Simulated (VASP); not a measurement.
A run of VASP 6.6.1 is set up as follows.

Contents of INCAR:

```
PREC = Accurate
ENCUT = 520
EDIFF = 1E-7
ISMEAR = 0
SIGMA = 0.027000000000000003
LREAL = F
LASPH = T
NELM = 60
ALGO = Normal
ISIF = 2
LWAVE = F
LCHARG = T
GGA = PE
LELF = T
LVHAR = T
NBANDS = 20
```

KPOINTS

```
Automatic mesh
0
Gamma
  9 9 9
```

Contents of POSCAR:

```
SnO2
1.0
    0.0000000000      2.5741500000      2.5741500000
    2.5741500000      0.0000000000      2.5741500000
    2.5741500000      2.5741500000      0.0000000000
Sn O
1 2
Direct
    0.0000000000      0.0000000000      0.0000000000
    0.7500000000      0.7500000000      0.7500000000
    0.2500000000      0.2500000000      0.2500000000
```

Potentials or basis: VASP PAW PBE potentials, release 64 (Sn_d, O).

Run with:

```sh
$ cat potpaw_PBE.64/Sn_d/POTCAR potpaw_PBE.64/O/POTCAR > POTCAR
$ mpirun -np 1 vasp_std > vasp.out
```

(1) What does it give for the band gap on the k mesh?

(2) Predict the pressure.

## Answers

(1) zero (band 13 reaches 7.27 eV, above the bottom of band 14 at 7.16 eV).

(2) 0.1 GPa.

Caveat: spin-orbit coupling is left out, which moves the levels of the heavy elements.
